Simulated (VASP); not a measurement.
# Ba (Im-3m) in VASP: notebook, part 2 of 2

VASP 6.6.1.

### 5 Single point, PBEsol

This run uses another cell than the first one, of 41.08 Å³/atom.

Input file INCAR:

```
PREC = Accurate
ENCUT = 520
EDIFF = 1E-7
ISMEAR = -1
SIGMA = 0.05
LREAL = False
LASPH = True
NELM = 80
ALGO = Normal
ISIF = 2
LWAVE = False
LCHARG = True
GGA = PS
LELF = True
LVHAR = True
NBANDS = 11
```

Input file KPOINTS:

```
Automatic mesh
0
Gamma
  8 8 8
```

Input file POSCAR:

```
Ba
1.0
   -2.1737168675      2.1737168675      2.1737168675
    2.1737168675     -2.1737168675      2.1737168675
    2.1737168675      2.1737168675     -2.1737168675
Ba
1
Direct
    0.0000000000      0.0000000000      0.0000000000
```

Potentials or basis: VASP PAW PBE potentials, release 64 (Ba_sv).

Run with:

```sh
$ cat potpaw_PBE.64/Ba_sv/POTCAR > POTCAR
$ mpirun -np 1 vasp_std > vasp.out
```

OUTCAR:

```text
PREC = Accurate
   ENCUT = 520
   EDIFF = 1E-7
   ISMEAR = -1
   LREAL = False
   LASPH = True
   NELM = 80
   ISIF = 2
   GGA = PS

 ion  position               nearest neighbor table
   1  0.000  0.000  0.000-

  LATTYP: Found a body centered cubic cell.
 ALAT       =     4.3474337350

  Lattice vectors:

 A1 = (  -2.1737168675,   2.1737168675,   2.1737168675)
 A2 = (   2.1737168675,  -2.1737168675,   2.1737168675)
 A3 = (   2.1737168675,   2.1737168675,  -2.1737168675)

Analysis of symmetry for initial positions (statically):
=====================================================================
 Subroutine PRICEL returns:
 Original cell was already a primitive cell.

 Routine SETGRP: Setting up the symmetry group for a
 body centered cubic supercell.

 Subroutine GETGRP returns: Found 48 space group operations
 (whereof 48 operations were pure point group operations)
 out of a pool of 48 trial point group operations.

The static configuration has the point symmetry O_h .

Analysis of symmetry for dynamics (positions and initial velocities):
=====================================================================
 Subroutine PRICEL returns:
 Original cell was already a primitive cell.

 Routine SETGRP: Setting up the symmetry group for a
 body centered cubic supercell.

 Subroutine GETGRP returns: Found 48 space group operations
 (whereof 48 operations were pure point group operations)
 out of a pool of 48 trial point group operations.

The dynamic configuration has the point symmetry O_h .

 Subroutine INISYM returns: Found 48 space group operations
 (whereof 48 operations are pure point group operations),
 and found     1 'primitive' translations

----------------------------------------------------------------------------------------
[... 113 lines left out ...]
  Fermi-wavevector in a.u.,A,eV,Ry     =   1.022159  1.931601 14.215494  1.044809
  Thomas-Fermi vector in A             =   2.155823
   LORBIT       =      0    0 simple, 1 ext, 2 COOP (PROOUT), +10 PAW based schemes
   GGA     = PS    functional components
   LHFCALC =     F    Hartree Fock is set to
   AEXX    =    0.0000 exact exchange contribution
   IVDW    =     0    specifies the selected vdW correction
   LEPSILON=     F    determine dielectric tensor
   LRPA    =     F    only Hartree local field effects (RPA)
 non-spin polarized calculation
  energy-cutoff  :      520.00
  volume of cell :       41.08
 maximum number of plane-waves:      1144
   NGX = 13   NGY = 13   NGZ = 13

 number of electron      10.0000000 magnetization

 number of electron       9.9999998 magnetization

 Free energy of the ion-electron system (eV)
  ---------------------------------------------------
  ext. energy  EPLUGINS =         0.00000000
  ---------------------------------------------------
  free energy    TOTEN  =        -1.92148957 eV

  energy without entropy =       -1.91522847  energy(sigma->0) =       -1.91835902

 E-fermi :   3.1819     XC(G=0):  -9.0429

 val. band max:        3.1284396841   @ k =  -0.2500   0.2500   0.2500
 cond. band min:       3.4242316496   @ k =  -0.3750   0.3750   0.2500
 fundamental gap:      0.2957919655
 Fermi energy:         3.1819281337

 k-point     1 :       0.0000    0.0000    0.0000
  band No.  band energies     occupation
      1     -25.1650      2.00000
      2      -9.5451      2.00000
      3      -9.5451      2.00000
      4      -9.5451      2.00000
      5       0.5184      2.00000
      6       5.4687      0.00000
      7       5.4687      0.00000
      8       5.4687      0.00000
      9       7.6028      0.00000
     10       7.6028      0.00000
     11      11.4300      0.00000
[... 309 lines left out ...]
 k-point    24 :      -0.3750    0.3750    0.2500
  band No.  band energies     occupation
      1     -24.8625      2.00000
      2     -10.7567      2.00000
      3     -10.2676      2.00000
      4     -10.1436      2.00000
      5       2.9162      1.99020
      6       3.4242      0.01560
      7       5.7629      0.00000
      8       6.1868      0.00000
      9       8.8623      0.00000
     10       8.9022      0.00000
     11      13.7504      0.00000

 [... further k-points ...]

------------------------ aborting loop because EDIFF is reached ----------------------------------------

  FORCE on cell =-STRESS in cart. coord.  units (eV):
  Direction    XX          YY          ZZ          XY          YZ          ZX
  --------------------------------------------------------------------------------------
  -------------------------------------------------------------------------------------
  Total        1.3964994      1.3964994      1.3964994      0.0000000      0.0000000     -0.0000000
  in kB       54.4605977     54.4605977     54.4605977      0.0000000      0.0000000     -0.0000000
  external PRESSURE =      54.4605977 kB  Pullay stress =       0.0000000 kB

 VOLUME and BASIS-vectors are now :
 -----------------------------------------------------------------------------
  energy-cutoff  :      520.00
  volume of cell :       41.08
      direct lattice vectors                 reciprocal lattice vectors
    -2.173716868  2.173716868  2.173716868     0.000000000  0.230020757  0.230020757
     2.173716868 -2.173716868  2.173716868     0.230020757  0.000000000  0.230020757
     2.173716868  2.173716868 -2.173716868     0.230020757  0.230020757  0.000000000

 POSITION                                       TOTAL-FORCE (eV/Angst)
 -----------------------------------------------------------------------------------
      0.00000      0.00000      0.00000         0.000000      0.000000      0.000000
 -----------------------------------------------------------------------------------
    total drift:                                0.000000     -0.000000     -0.000000

  FREE ENERGIE OF THE ION-ELECTRON SYSTEM (eV)
  ---------------------------------------------------
  free  energy   TOTEN  =        -1.9214895748 eV

  energy  without entropy=       -1.9152284667  energy(sigma->0) =       -1.91835902
```

OSZICAR:

```text
N       E                     dE             d eps       ncg     rms          rms(c)
DAV:   1     0.464499870117E+02    0.46450E+02   -0.46406E+03   638   0.790E+02
DAV:   2    -0.213667874514E+00   -0.46664E+02   -0.45389E+02   770   0.143E+02
DAV:   3    -0.192651540409E+01   -0.17128E+01   -0.17009E+01   805   0.266E+01
DAV:   4    -0.195796446443E+01   -0.31449E-01   -0.31434E-01   787   0.360E+00
DAV:   5    -0.195892603786E+01   -0.96157E-03   -0.96154E-03   819   0.473E-01    0.341E+00
DAV:   6    -0.193235860505E+01    0.26567E-01   -0.27057E-02   818   0.113E+00    0.190E+00
DAV:   7    -0.192155236938E+01    0.10806E-01   -0.31927E-02   937   0.119E+00    0.168E-01
DAV:   8    -0.192149911672E+01    0.53253E-04   -0.63925E-04   716   0.189E-01    0.984E-03
DAV:   9    -0.192149028850E+01    0.88282E-05   -0.18475E-05   780   0.303E-02    0.617E-03
DAV:  10    -0.192148962073E+01    0.66777E-06   -0.11449E-06   760   0.769E-03    0.109E-03
DAV:  11    -0.192148957478E+01    0.45953E-07   -0.21277E-08   462   0.121E-03
   1 F= -.19214896E+01 E0= -.19183590E+01  d E =-.626111E-02
```

stdout:

```text
POSCAR found type information on POSCAR Ba
 POSCAR found :  1 types and       1 ions
 scaLAPACK will be used
 -----------------------------------------------------------------------------
|                                                                             |
|                                                                             |
|     You enforced a specific xc type in the INCAR file but a different       |
|     I HOPE YOU KNOW WHAT YOU ARE DOING!                                     |
|                                                                             |
 -----------------------------------------------------------------------------

 LDA part: xc-table for (Slater+PW92), standard interpolation
 POSCAR, INCAR and KPOINTS ok, starting setup
 FFT: planning ... GRIDC
 FFT: planning ... GRID_SOFT
 FFT: planning ... GRID
 WAVECAR not read
 entering main loop
```

It took 11 s on 1 thread of Intel Xeon 8259CL, shared host; peak memory 0.16 GiB.

What came out:

* Free energy: -1.9215 eV
* Pressure: 5.4 GPa
* Band gap on the k mesh: zero (bands 5 and 6 overlap by 2.50 eV)

Levels at points of the mesh, in eV from the Fermi level:
```
           k point  band 2  band 3  band 4  band 5  band 6  band 7  band 8  band 9
(0.00, 0.00, 0.00)  -12.73  -12.73  -12.73   -2.66    2.29    2.29    2.29    4.42
(0.50, 0.00, 0.00)  -14.35  -13.22  -12.76   -1.24    0.51    3.27    4.65    5.46
(0.50, 0.50, 0.50)  -13.80  -13.80  -13.80   -1.34   -1.34    7.04    7.04    7.04
```

Caveat: the cell stands under pressure; the PAW data sets were made with another functional, which shifts forces and pressure a little; spin-orbit coupling is left out, which moves the levels of the heavy elements.

### 6 The runs side by side

| cell | gap on the mesh (eV) | pressure (GPa) |
| --- | --- | --- |
| a = 3.121 Å, angles 109.5°, 1 atom | none | 37.9 |
| a = 3.269 Å, angles 109.5°, 1 atom | none | 24.1 |
| a = 3.530 Å, angles 109.5°, 1 atom | none | 11.6 |
| a = 3.765 Å, angles 109.5°, 1 atom | none | 5.4 |

Alike in all rows: task single point; level PBEsol; potentials or basis VASP PAW PBE potentials, release 64 (Ba_sv); no spin polarisation; k mesh 8 × 8 × 8; cutoff (eV) 520; smearing fermi-dirac 0.05 eV.

Caveats: the cell stands under pressure; the PAW data sets were made with another functional, which shifts forces and pressure a little; spin-orbit coupling is left out, which moves the levels of the heavy elements.

Absolute energies hang on the potentials; compare differences alone.

The gap in the log of VASP goes by the Fermi energy; the results here count the filled bands.